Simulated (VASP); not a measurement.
The system is Nd3H.

```
Nd H
1.0
     5.63601    0.00000    0.00000
     0.00000    5.63601    0.00000
     0.00000    0.00000    5.63601
Nd H
6 2
Direct
  0.25000 0.00000 0.50000
  0.50000 0.75000 0.00000
  0.75000 0.00000 0.50000
  0.50000 0.25000 0.00000
  0.00000 0.50000 0.75000
  0.00000 0.50000 0.25000
  0.00000 0.00000 0.00000
  0.50000 0.50000 0.50000
```

The cell was built from a structure type or drawn by symmetry, and may not be a known phase.

Base run:

* Program: VASP 6.6.1
* Functional: PBE
* Potentials or basis: VASP PAW PBE potentials, release 64 (Nd_3, H), 4f in core
* Cutoff: 500 eV
* k mesh: 4 × 4 × 4
* Occupations: gaussian, width 0.1 eV
* Spin: no spin polarisation

Its results: band gap on the k mesh zero (bands 34 and 35 overlap by 0.79 eV); pressure 11.4 GPa.

**Question.** The run is repeated on the same cell with these changes: potentials or basis from VASP PAW PBE potentials, release 64 (Nd_3, H), 4f in core to VASP PAW PBE potentials, release 64 (Nd, H); cutoff from 500 eV to 520 eV; further incar settings from ALGO = Normal; EDIFF = 1e-06; NBANDS = 44 to ALGO = Normal; EDIFF = 1e-06; NBANDS = 53; valence electrons from 68 to 86. What comes out?

**Answer.** Band gap on the k mesh zero (bands 43 and 44 overlap by 0.11 eV); pressure -6.8 GPa.

Caveats: spin-orbit coupling is left out, which moves the levels of the heavy elements; the cell stands under pressure (at least some runs); the 4f electrons are frozen in the core, so they carry no moment and show no levels (at least some runs); the cell stands under tension (at least some runs); semilocal functionals describe open f shells poorly, which spoils levels, moments and volumes (at least some runs).
